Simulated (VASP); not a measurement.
Runs of VASP 6.6.1 on TaN. The structure is hexagonal, space group P-62m (No. 189). The conventional cell has a = 5.196 Å, b = 5.196 Å, c = 2.911 Å, α = 90.00°, β = 90.00°, γ = 120.00°. Within 2.9 Å of Ta (site symmetry -6) lie 6 N at 2.16 Å. Within 2.7 Å of Ta (site symmetry -62m) lie 3 N at 2.04 Å. N (site symmetry m2m) has 5 Ta at 2.04 to 2.16 Å within 2.7 Å. 

```tsv
smearing	gap on the mesh (eV)	pressure (GPa)	largest force (eV/Å)
methfessel-paxton 0.2 eV	none	-8.4	0.03
methfessel-paxton 0.3 eV	none	-8.4	(a)
methfessel-paxton 0.1 eV	none	-8.4	0.03
methfessel-paxton 0.5 eV	none	-8.5	0.03
```

Alike in all rows: task single point; level LDA; potentials or basis VASP PAW LDA potentials, release 64 (Ta_pv, N); no spin polarisation; cell as given; k mesh 5 × 5 × 7; cutoff (eV) 520.

Estimate the missing entries.

(a) 0.04.

Caveats: spin-orbit coupling is left out, which moves the levels of the heavy elements.

A k mesh can miss the band edges, and the runs leave out spin-orbit coupling on Ta.

A gap of «none» marks levels without a gap at the run's occupations.
